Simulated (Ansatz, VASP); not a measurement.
**One calculation of Mg, two programs**

```
CELL_PARAMETERS angstrom
0.00000 2.24426 2.24426
2.24426 0.00000 2.24426
2.24426 2.24426 0.00000
ATOMIC_POSITIONS crystal
Mg 0.00000 0.00000 0.00000
```

Alike in both runs: task single point; functional PBE0; dispersion D4; k mesh 7 × 7 × 7; occupations gaussian, width 0.025 eV; no spin polarisation.

|  | VASP | Ansatz |
| --- | --- | --- |
| version | VASP 6.6.1 | Ansatz 0.2.0 |
| potentials or method | VASP PAW PBE potentials, release 64 (Mg) | Ansatz PAW |
| plane-wave cutoff (eV) | 520 | 420 |
| valence electrons in the cell | 2 | 10 |

```csv
,VASP,Ansatz,Ansatz less VASP
pressure (GPa),-0.1,0.2,+0.23
```

VASP's potentials hold 2 valence electrons a cell and Ansatz's 10, so a difference there can come from the potentials and not from the codes.

Noted on Ansatz's run: odd divisions of the mesh miss points on the zone boundary, where band edges often lie, so the gap on the mesh can be too wide.
